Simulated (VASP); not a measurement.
# Ti3Si4Ni (R3) in VASP: a series of runs, part 2 of 2

VASP 6.6.1.

## (5) Single point, PBE, collinear spin, ferromagnetic start

Input file INCAR:

```
SYSTEM = Ti3Si4Ni
PREC = Accurate
ENCUT = 520
EDIFF = 1E-6
ISMEAR = 0
SIGMA = 0.1
LREAL = .False.
LASPH = .True.
NELM = 150
ALGO = Normal
ISIF = 2
LWAVE = .False.
LCHARG = .False.
ISPIN = 2
MAGMOM = 0 0 0 0 0 0 0 2
LORBIT = 11
LMAXMIX = 4
GGA = PE
NBANDS = 45
```

Input file KPOINTS:

```
Automatic mesh
0
Gamma
  4 4 4
  0 0 0
```

Input file POSCAR:

```
Ti3Si4Ni
1.0
    3.4762653637      2.0070227419      2.7359237030
   -3.4762653637      2.0070227419      2.7359237030
    0.0000000000     -4.0140454887      2.7359236994
Ti Si Ni
3 4 1
Direct
    0.1509999334      0.6322425256      0.3427270819
    0.3427270819      0.1509999334      0.6322425256
    0.6322425256      0.3427270819      0.1509999334
    0.8342838179      0.3710896399      0.6695209412
    0.1390848230      0.1390848230      0.1390848230
    0.6695209412      0.8342838179      0.3710896399
    0.3710896399      0.6695209412      0.8342838179
    0.8600512372      0.8600512372      0.8600512372
```

Potentials or basis: VASP PAW PBE potentials, release 64 (Ti_sv, Si, Ni).

On the command line:

```
$ cat potpaw_PBE.64/Ti_sv/POTCAR potpaw_PBE.64/Si/POTCAR potpaw_PBE.64/Ni/POTCAR > POTCAR
$ mpirun -np 1 vasp_std > vasp.out
```

OUTCAR:

```text
SYSTEM = Ti3Si4Ni
   PREC = Accurate
   ENCUT = 520
   EDIFF = 1E-6
   ISMEAR = 0
   LREAL = .False.
   LASPH = .True.
   NELM = 150
   ISIF = 2
   ISPIN = 2
   LORBIT = 11
   GGA = PE

 ion  position               nearest neighbor table
   1  0.151  0.632  0.343-   6 2.56   5 2.57   4 2.57   7 2.59   5 2.68   6 2.68   7 2.72   3 2.92
                             2 2.92   8 2.96
   2  0.343  0.151  0.632-   7 2.56   5 2.57   6 2.57   4 2.59   5 2.68   7 2.68   4 2.72   1 2.92
                             3 2.92   8 2.96
   3  0.632  0.343  0.151-   4 2.56   5 2.57   7 2.57   6 2.59   5 2.68   4 2.68   6 2.72   1 2.92
                             2 2.92   8 2.96
   4  0.834  0.371  0.670-   8 2.53   3 2.56   1 2.57   2 2.59   8 2.68   3 2.68   2 2.72   7 2.83
                             6 2.83   5 2.95   6 3.03   7 3.03
   5  0.139  0.139  0.139-   8 2.29   1 2.57   3 2.57   2 2.57   3 2.68   1 2.68   2 2.68   7 2.95
                             4 2.95   6 2.95
   6  0.670  0.834  0.371-   8 2.53   1 2.56   2 2.57   3 2.59   8 2.68   1 2.68   3 2.72   4 2.83
                             7 2.83   5 2.95   4 3.03   7 3.03
   7  0.371  0.670  0.834-   8 2.53   2 2.56   3 2.57   1 2.59   8 2.68   2 2.68   1 2.72   4 2.83
                             6 2.83   5 2.95   4 3.03   6 3.03
   8  0.860  0.860  0.860-   5 2.29   4 2.53   7 2.53   6 2.53   7 2.68   4 2.68   6 2.68   3 2.96
                             1 2.96   2 2.96

  LATTYP: Found a trigonal (rhomboedric) cell.
 ALAT       =     4.8577607675
 COS(alpha) =    -0.0241972185
[... 1515 lines left out ...]
    -3.476265364  2.007022742  2.735923703    -0.143832518  0.083041743  0.121835756
     0.000000000 -4.014045489  2.735923699     0.000000000 -0.166083486  0.121835756

 POSITION                                       TOTAL-FORCE (eV/Angst)
 -----------------------------------------------------------------------------------
     -1.67293      0.19626      3.08057         0.003376      0.014284      0.001993
      0.66649     -1.54693      3.08057        -0.014058     -0.004218      0.001993
      1.00643      1.35067      3.08057         0.010682     -0.010066      0.001993
      1.61019     -0.26828      5.12957         0.004817     -0.003778      0.003070
      0.00000     -0.00000      1.14158         0.000000     -0.000000      0.001669
     -0.57276      1.52860      5.12957         0.000863      0.006061      0.003070
     -1.03743     -1.26032      5.12957        -0.005680     -0.002282      0.003070
      0.00000     -0.00000      7.05910         0.000000      0.000000     -0.016857
 -----------------------------------------------------------------------------------
    total drift:                               -0.000000      0.000008     -0.000360

  FREE ENERGIE OF THE ION-ELECTRON SYSTEM (eV)
  ---------------------------------------------------
  free  energy   TOTEN  =       -54.5868991061 eV

  energy  without entropy=      -54.5624478453  energy(sigma->0) =      -54.57467348

 total charge

# of ion       s       p       d       tot
------------------------------------------
    1        2.194   6.170   1.989  10.353
    2        2.194   6.170   1.989  10.353
    3        2.194   6.170   1.989  10.353
    4        0.778   0.836   0.000   1.613
    5        0.771   0.916   0.000   1.686
    6        0.778   0.836   0.000   1.613
    7        0.778   0.836   0.000   1.613
    8        0.443   0.510   8.357   9.310
--------------------------------------------------
tot         10.130  22.440  14.324  46.894

 magnetization (x)

# of ion       s       p       d       tot
------------------------------------------
    1       -0.000  -0.000   0.000  -0.000
    2       -0.000  -0.000   0.000  -0.000
    3       -0.000  -0.000   0.000  -0.000
    4        0.000  -0.000   0.000  -0.000
    5        0.000   0.000   0.000   0.000
    6        0.000  -0.000   0.000  -0.000
    7        0.000  -0.000   0.000  -0.000
    8        0.000   0.000   0.000   0.000
--------------------------------------------------
tot         -0.000  -0.000   0.000   0.000
```

OSZICAR:

```text
N       E                     dE             d eps       ncg     rms          rms(c)
DAV:   1     0.683637602319E+03    0.68364E+03   -0.28037E+04  2520   0.156E+03
DAV:   2     0.248202817627E+02   -0.65882E+03   -0.63328E+03  2520   0.468E+02
DAV:   3    -0.526805910564E+02   -0.77501E+02   -0.73516E+02  3499   0.145E+02
DAV:   4    -0.624219308570E+02   -0.97413E+01   -0.96364E+01  3968   0.434E+01
DAV:   5    -0.628610732861E+02   -0.43914E+00   -0.43876E+00  3472   0.856E+00    0.322E+01
DAV:   6    -0.825029961639E+02   -0.19642E+02   -0.26071E+02  3173   0.194E+02    0.708E+01
DAV:   7    -0.614908977356E+02    0.21012E+02   -0.60176E+01  3439   0.455E+01    0.200E+01
DAV:   8    -0.542997947521E+02    0.71911E+01   -0.15756E+01  3186   0.536E+01    0.697E+00
DAV:   9    -0.546115412298E+02   -0.31175E+00   -0.48528E+00  3560   0.107E+01    0.445E+00
DAV:  10    -0.546053765817E+02    0.61646E-02   -0.58628E-01  3672   0.852E+00    0.235E+00
DAV:  11    -0.545868932428E+02    0.18483E-01   -0.14019E-01  3891   0.499E+00    0.157E+00
DAV:  12    -0.546046492215E+02   -0.17756E-01   -0.11285E-01  3408   0.447E+00    0.150E+00
DAV:  13    -0.545886537641E+02    0.15995E-01   -0.83212E-02  3366   0.415E+00    0.517E-01
DAV:  14    -0.545869705362E+02    0.16832E-02   -0.82157E-03  3804   0.941E-01    0.154E-01
DAV:  15    -0.545868963710E+02    0.74165E-04   -0.59037E-04  3928   0.205E-01    0.355E-02
DAV:  16    -0.545869066728E+02   -0.10302E-04   -0.73860E-05  3255   0.660E-02    0.287E-02
DAV:  17    -0.545869000071E+02    0.66657E-05   -0.27731E-05  3032   0.693E-02    0.105E-02
DAV:  18    -0.545868991061E+02    0.90095E-06   -0.36938E-06  2176   0.220E-02
   1 F= -.54586899E+02 E0= -.54574673E+02  d E =-.244513E-01  mag=     0.0001
```

stdout:

```text
POSCAR found type information on POSCAR TiSiNi
 POSCAR found :  3 types and       8 ions
 scaLAPACK will be used
 LDA part: xc-table for (Slater+PW92), standard interpolation
 POSCAR, INCAR and KPOINTS ok, starting setup
 FFT: planning ... GRIDC
 FFT: planning ... GRID_SOFT
 FFT: planning ... GRID
 WAVECAR not read
 entering main loop
```

It took 2.9 min on 1 thread of Intel Xeon 6975P-C, shared host; peak memory 0.3 GiB.

What came out:

* Free energy: -54.5869 eV
* Pressure: 0.0 GPa
* Largest force: 0.017 eV/Å
* Band gap on the k mesh: zero (filled and empty bands overlap)
* Net moment: 0.00 μB per cell
* Valence electrons inside the program's atomic spheres: Ti 10.35; Si 1.61, 1.69; Ni 9.31

Forces on the atoms (eV/Å):
```
Ti   0.003  0.014  0.002
Ti  -0.014 -0.004  0.002
Ti   0.011 -0.010  0.002
Si   0.005 -0.004  0.003
Si   0.000  0.000  0.002
Si   0.001  0.006  0.003
Si  -0.006 -0.002  0.003
Ni   0.000  0.000 -0.017
```

Stress tensor (GPa, compression positive):
```
-0.02  0.00  0.00
 0.00 -0.02  0.00
 0.00  0.00  0.06
```

Levels at points of the mesh, in eV from the Fermi level:
Spin up:
```csv
k point,band 27,band 28,band 29,band 30,band 31,band 32,band 33,band 34,band 35,band 36
"(0.00, 0.00, 0.00)",-1.70,-1.23,-0.78,-0.78,-0.38,-0.08,-0.08,1.13,1.90,1.90
"(0.50, 0.00, 0.00)",-1.35,-1.24,-1.05,-0.66,-0.52,0.21,0.57,0.90,1.44,1.86
"(0.50, 0.50, 0.00)",-1.33,-1.17,-0.90,-0.54,-0.21,0.10,0.93,0.97,1.29,1.74
"(0.50, 0.50, 0.50)",-1.17,-1.12,-0.13,-0.06,-0.06,0.94,0.94,1.45,1.50,1.50
```
Spin down:
| k point | band 29 | band 30 | band 31 | band 32 | band 33 | band 34 |
| --- | --- | --- | --- | --- | --- | --- |
| (0.00, 0.00, 0.00) | -0.78 | -0.78 | -0.38 | -0.08 | -0.08 | 1.13 |
| (0.50, 0.00, 0.00) | -1.05 | -0.66 | -0.52 | 0.21 | 0.57 | 0.90 |
| (0.50, 0.50, 0.00) | -0.90 | -0.54 | -0.21 | 0.10 | 0.93 | 0.97 |
| (0.50, 0.50, 0.50) | -0.13 | -0.06 | -0.06 | 0.94 | 0.94 | 1.45 |

Caveat: the starting moments collapsed, and a magnetic state may lie lower.
